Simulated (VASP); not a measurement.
# Ca3Y2 (P4/mmm) in VASP: single point with PBE

Aim: the single point of Ca3Y2 with PBE.

Program: VASP 6.6.1. These are calculated values, not measurements. Logs are shortened: lines on timing, memory, paths and dates and some standing lists are left out, and cuts for length are marked.

**1. The cell of the first run**

It takes space group P4/mmm (No. 123, tetragonal). The conventional cell has a = 4.758 Å, b = 4.758 Å, c = 8.586 Å, α = 90.00°, β = 90.00°, γ = 90.00°. Ca (site symmetry mmm) has 4 Ca at 3.36 Å and 4 Y at 3.59 Å within 4.4 Å. Within 5.0 Å of Ca (site symmetry 4/mmm) lie 8 Y at 3.73 Å and 12 Ca at 4.76 to 4.91 Å. Y (site symmetry 4mm) has 1 Y at 3.22 Å and 8 Ca at 3.59 to 3.73 Å within 4.2 Å.

The cell was built from a structure type or drawn by symmetry, and may not be a known phase.

**2. Single point, PBE**

INCAR reads:

```
  PREC = Accurate
  ENCUT = 520
  EDIFF = 1E-6
  ISMEAR = 0
  SIGMA = 0.2
  LREAL = F
  LASPH = T
  NELM = 100
  ALGO = Fast
  ISIF = 2
  LWAVE = F
  LCHARG = F
  GGA = PE
  NBANDS = 34
```

KPOINTS reads:

```
Automatic mesh
0
Gamma
  4 4 3
```

POSCAR reads:

```
Ca3Y2
1.0
    4.7584608371      0.0000000000      0.0000000000
    0.0000000000      4.7584608371      0.0000000000
    0.0000000000      0.0000000000      8.5861292954
Ca Y
3 2
Direct
    0.5000000000      0.0000000000      0.8412259779
    0.0000000000      0.5000000000      0.8412259779
    0.0000000000      0.0000000000      0.3412227173
    0.5000000000      0.5000000000      0.5287689619
    0.5000000000      0.5000000000      0.1536826451
```

Potentials or basis: VASP PAW PBE potentials, release 64 (Ca_sv, Y_sv).

On the command line:

```bash
> cat potpaw_PBE.64/Ca_sv/POTCAR potpaw_PBE.64/Y_sv/POTCAR > POTCAR
> mpirun -np 1 vasp_std > vasp.out
```

OUTCAR:

```text
PREC = Accurate
   ENCUT = 520
   EDIFF = 1E-6
   ISMEAR = 0
   LREAL = F
   LASPH = T
   NELM = 100
   ISIF = 2
   GGA = PE

 ion  position               nearest neighbor table
   1  0.500  0.000  0.841-   5 3.59   5 3.59   4 3.59   4 3.59
   2  0.000  0.500  0.841-   5 3.59   5 3.59   4 3.59   4 3.59
   3  0.000  0.000  0.341-   5 3.73   5 3.73   5 3.73   5 3.73   4 3.73   4 3.73   4 3.73   4 3.73

   4  0.500  0.500  0.529-   5 3.22   2 3.59   1 3.59   1 3.59   2 3.59   3 3.73   3 3.73   3 3.73
                             3 3.73
   5  0.500  0.500  0.154-   4 3.22   2 3.59   1 3.59   1 3.59   2 3.59   3 3.73   3 3.73   3 3.73
                             3 3.73

  LATTYP: Found a simple tetragonal cell.
 ALAT       =     4.7584608371
 C/A-ratio  =     1.8043921321

  Lattice vectors:

 A1 = (   4.7584608371,   0.0000000000,   0.0000000000)
 A2 = (   0.0000000000,   4.7584608371,   0.0000000000)
 A3 = (   0.0000000000,   0.0000000000,   8.5861292954)

Analysis of symmetry for initial positions (statically):
=====================================================================
 Subroutine PRICEL returns:
 Original cell was already a primitive cell.

 Routine SETGRP: Setting up the symmetry group for a
 simple tetragonal supercell.

 Subroutine GETGRP returns: Found 16 space group operations
 (whereof  8 operations were pure point group operations)
 out of a pool of 16 trial point group operations.

The static configuration has the point symmetry C_4v.
 The point group associated with its full space group is D_4h.

Analysis of symmetry for dynamics (positions and initial velocities):
=====================================================================
 Subroutine PRICEL returns:
 Original cell was already a primitive cell.

 Routine SETGRP: Setting up the symmetry group for a
 simple tetragonal supercell.

 Subroutine GETGRP returns: Found 16 space group operations
 (whereof  8 operations were pure point group operations)
 out of a pool of 16 trial point group operations.

The dynamic configuration has the point symmetry C_4v.
 The point group associated with its full space group is D_4h.

 Subroutine INISYM returns: Found 16 space group operations
 (whereof  8 operations are pure point group operations),
 and found     1 'primitive' translations

----------------------------------------------------------------------------------------

                                     Primitive cell

  volume of cell :     194.4153

  direct lattice vectors                    reciprocal lattice vectors
     4.758460837  0.000000000  0.000000000     0.210151987  0.000000000  0.000000000
     0.000000000  4.758460837  0.000000000     0.000000000  0.210151987  0.000000000
     0.000000000  0.000000000  8.586129295     0.000000000  0.000000000  0.116466916

  length of vectors
     4.758460837  4.758460837  8.586129295     0.210151987  0.210151987  0.116466916

  position of ions in fractional coordinates (direct lattice)
     0.500000000  0.000000000  0.841225978
     0.000000000  0.500000000  0.841225978
     0.000000000  0.000000000  0.341222717
     0.500000000  0.500000000  0.528768962
     0.500000000  0.500000000  0.153682645

  ion indices of the primitive-cell ions
   primitive index   ion index
                 1           1
                 2           2
                 3           3
                 4           4
                 5           5

----------------------------------------------------------------------------------------

 KPOINTS: Automatic mesh

Automatic generation of k-mesh.
 Grid dimensions read from file:
 generate k-points for:    4    4    3

 Generating k-lattice:

  Cartesian coordinates                     Fractional coordinates (reciprocal lattice)
     0.052537997  0.000000000  0.000000000     0.250000000  0.000000000  0.000000000
     0.000000000  0.052537997  0.000000000     0.000000000  0.250000000  0.000000000
     0.000000000  0.000000000  0.038822305     0.000000000  0.000000000  0.333333333

  Length of vectors
     0.052537997  0.052537997  0.038822305

  Shift w.r.t. Gamma in fractional coordinates (k-lattice)
     0.000000000  0.000000000  0.000000000

 Subroutine IBZKPT returns following result:
 ===========================================

 Found     12 irreducible k-points:

 Following reciprocal coordinates:
            Coordinates               Weight
  0.000000  0.000000  0.000000      1.000000
  0.250000  0.000000  0.000000      4.000000
  0.500000  0.000000  0.000000      2.000000
  0.250000  0.250000  0.000000      4.000000
  0.500000  0.250000  0.000000      4.000000
  0.500000  0.500000  0.000000      1.000000
  0.000000  0.000000  0.333333      2.000000
  0.250000  0.000000  0.333333      8.000000
  0.500000  0.000000  0.333333      4.000000
  0.250000  0.250000  0.333333      8.000000
  0.500000  0.250000  0.333333      8.000000
  0.500000  0.500000  0.333333      2.000000
   k-points           NKPTS =     12   k-points in BZ     NKDIM =     12   number of bands    NBANDS=     34
   number of dos      NEDOS =    301   number of ions     NIONS =      5
   total plane-waves  NPLWV =  82944
   dimension x,y,z NGX =    36 NGY =   36 NGZ =   64
   dimension x,y,z NGXF=    72 NGYF=   72 NGZF=  128
   ions per type =               3   2
   NGX,Y,Z   is equivalent  to a cutoff of  12.58, 12.58, 12.39 a.u.
   NGXF,Y,Z  is equivalent  to a cutoff of  25.15, 25.15, 24.78 a.u.
 SYSTEM =  unknown system
   PREC   = accura    normal or accurate (medium, high low for compatibility)
   ISTART =      0    job   : 0-new  1-cont  2-samecut
   ICHARG =      2    charge: 1-file 2-atom 10-const
   ISPIN  =      1    spin polarized calculation?
   LNONCOLLINEAR =      F non collinear calculations
   LSORBIT =      F    spin-orbit coupling
   LASPH  =      T    aspherical Exc in radial PAW
   ENCUT  =  520.0 eV  38.22 Ry    6.18 a.u.   8.85  8.85 15.96*2*pi/ulx,y,z
   NELM   =    100;   NELMIN=  2; NELMDL= -5     # of ELM steps
   EDIFF  = 0.1E-05   stopping-criterion for ELM
   LREAL  =      F    real-space projection
   EDIFFG = 0.1E-04   stopping-criterion for IOM
   NSW    =      0    number of steps for IOM
   IBRION =     -1    ionic relax: 0-MD 1-quasi-New 2-CG
   NFREE  =      0    steps in history (QN), initial steepest desc. (CG)
   ISIF   =      2    stress and relaxation
   ISYM   =      2    0-nonsym 1-usesym 2-fastsym
   POTIM  = 0.5000    time-step for ionic-motion
   TEBEG  =    0.0;   TEEND  =   0.0 temperature during run
   PSTRESS=    0.0 pullay stress
   NELECT =      52.0000    total number of electrons
   NUPDOWN=      -1.0000    fix difference up-down
   EMIN   =  10.00;   EMAX   =-10.00  energy-range for DOS
   EFERMI =   0.00;   METHOD = LEGACY
   ISMEAR =     0;   SIGMA  =   0.20  broadening in eV -4-tet -1-fermi 0-gaus
   EFERMI_NEDOS =   21; number of points for ismear=-14 and -15
   IALGO  =     68    algorithm
   IMIX   =      4    mixing-type and parameters
     AMIX     =   0.40;   BMIX     =  1.00
     AMIX_MAG =   1.60;   BMIX_MAG =  1.00
  volume/ion in A,a.u.               =      38.88       262.40
  Fermi-wavevector in a.u.,A,eV,Ry     =   1.054790  1.993263 15.137582  1.112581
  Thomas-Fermi vector in A             =   2.189963
   LORBIT       =      0    0 simple, 1 ext, 2 COOP (PROOUT), +10 PAW based schemes
   GGA     = PE    functional components
   LHFCALC =     F    Hartree Fock is set to
   AEXX    =    0.0000 exact exchange contribution
   IVDW    =     0    specifies the selected vdW correction
   LEPSILON=     F    determine dielectric tensor
   LRPA    =     F    only Hartree local field effects (RPA)
 non-spin polarized calculation
 RMM-DIIS sequential band-by-band and
 Gauss-broadening in eV      SIGMA  =   0.20
  energy-cutoff  :      520.00
  volume of cell :      194.42
 maximum number of plane-waves:      5271
 NGX is ok and might be reduce to    36
   NGX = 17   NGY = 17   NGZ = 31

 number of electron      51.9999995 magnetization

 Free energy of the ion-electron system (eV)
  ---------------------------------------------------
  ext. energy  EPLUGINS =         0.00000000
  ---------------------------------------------------
  free energy    TOTEN  =       -16.73208999 eV

  energy without entropy =      -16.62021048  energy(sigma->0) =      -16.67615023

 E-fermi :   2.1207     XC(G=0):  -8.2759

 val. band max:        2.0930307071   @ k =   0.5000   0.5000   0.0000
 cond. band min:       2.1230895867   @ k =   0.2500   0.2500   0.3333
 fundamental gap:      0.0300588796
 Fermi energy:         2.1207258598

 k-point     1 :       0.0000    0.0000    0.0000
  band No.  band energies     occupation
      1     -41.2329      2.00000
      2     -41.1953      2.00000
      3     -39.4323      2.00000
      4     -39.3708      2.00000
      5     -39.3651      2.00000
      6     -21.3369      2.00000
[... 26 lines left out ...]
     33       3.8135      0.00000
     34       4.3205      0.00000

 k-point     2 :       0.2500    0.0000    0.0000
  band No.  band energies     occupation
      1     -41.2326      2.00000
      2     -41.1952      2.00000
      3     -39.4232      2.00000
      4     -39.3798      2.00000
      5     -39.3651      2.00000
      6     -21.3420      2.00000
[... 26 lines left out ...]
     33       3.7055      0.00000
     34       4.0933      0.00000

 k-point     3 :       0.5000    0.0000    0.0000
  band No.  band energies     occupation
      1     -41.2324      2.00000
      2     -41.1950      2.00000
      3     -39.4015      2.00000
      4     -39.4014      2.00000
      5     -39.3650      2.00000
      6     -21.3470      2.00000
[... 26 lines left out ...]
     33       3.4708      0.00000
     34       4.0803      0.00000
[... 260 lines left out ...]
 k-point    11 :       0.5000    0.2500    0.3333
  band No.  band energies     occupation
      1     -41.2321      2.00000
      2     -41.1949      2.00000
      3     -39.4013      2.00000
      4     -39.4013      2.00000
      5     -39.3649      2.00000
      6     -21.3416      2.00000
[... 26 lines left out ...]
     33       3.6931      0.00000
     34       3.9502      0.00000

 k-point    12 :       0.5000    0.5000    0.3333
  band No.  band energies     occupation
      1     -41.2319      2.00000
      2     -41.1947      2.00000
      3     -39.4012      2.00000
      4     -39.4012      2.00000
      5     -39.3647      2.00000
      6     -21.3382      2.00000
[... 26 lines left out ...]
     33       3.6623      0.00000
     34       3.8545      0.00000

------------------------ aborting loop because EDIFF is reached ----------------------------------------

  FORCE on cell =-STRESS in cart. coord.  units (eV):
  Direction    XX          YY          ZZ          XY          YZ          ZX
  --------------------------------------------------------------------------------------
  -------------------------------------------------------------------------------------
  Total        0.0830359      0.0830359      0.8245552      0.0000000     -0.0000000      0.0000000
  in kB        0.6842994      0.6842994      6.7951634      0.0000000     -0.0000000      0.0000000
  external PRESSURE =       2.7212540 kB  Pullay stress =       0.0000000 kB

 VOLUME and BASIS-vectors are now :
 -----------------------------------------------------------------------------
  energy-cutoff  :      520.00
  volume of cell :      194.42
      direct lattice vectors                 reciprocal lattice vectors
     4.758460837  0.000000000  0.000000000     0.210151987  0.000000000  0.000000000
     0.000000000  4.758460837  0.000000000     0.000000000  0.210151987  0.000000000
     0.000000000  0.000000000  8.586129295     0.000000000  0.000000000  0.116466916

 POSITION                                       TOTAL-FORCE (eV/Angst)
 -----------------------------------------------------------------------------------
      2.37923      0.00000      7.22288         0.000000      0.000000      0.000000
      0.00000      2.37923      7.22288         0.000000     -0.000000      0.000000
      0.00000      0.00000      2.92978        -0.000000     -0.000000      0.000000
      2.37923      2.37923      4.54008         0.000000      0.000000     -0.027695
      2.37923      2.37923      1.31954         0.000000     -0.000000      0.027695
 -----------------------------------------------------------------------------------
    total drift:                                0.000000      0.000000      0.021876

  FREE ENERGIE OF THE ION-ELECTRON SYSTEM (eV)
  ---------------------------------------------------
  free  energy   TOTEN  =       -16.7320899907 eV

  energy  without entropy=      -16.6202104788  energy(sigma->0) =      -16.67615023
```

It took 5.2 min on 1 thread of Intel Xeon Platinum 8259CL at 2.50GHz (Skylake/Cascade Lake), shared host; peak memory 0.32 GiB.

Results:

```
Free energy            : -16.7321 eV
Pressure               : 0.3 GPa
Largest force          : 0.028 eV/Å
Band gap on the k mesh : zero (bands 26 and 27 overlap by 1.01 eV)
```

Forces in eV/Å, atoms in the order of the input:
```
Ca   0.000  0.000  0.000
Ca   0.000  0.000  0.000
Ca   0.000  0.000  0.000
Y    0.000  0.000 -0.028
Y    0.000  0.000  0.028
```

Levels at points of the mesh, in eV from the Fermi level:
```tsv
k point	band 23	band 24	band 25	band 26	band 27	band 28	band 29	band 30
(0.00, 0.00, 0.00)	-1.78	-0.78	-0.56	0.65	0.65	0.76	0.83	0.83
(0.50, 0.00, 0.00)	-1.23	-0.88	-0.62	-0.34	0.29	0.59	0.92	0.93
(0.50, 0.50, 0.00)	-0.82	-0.82	-0.41	-0.34	-0.34	-0.03	0.81	0.82
```
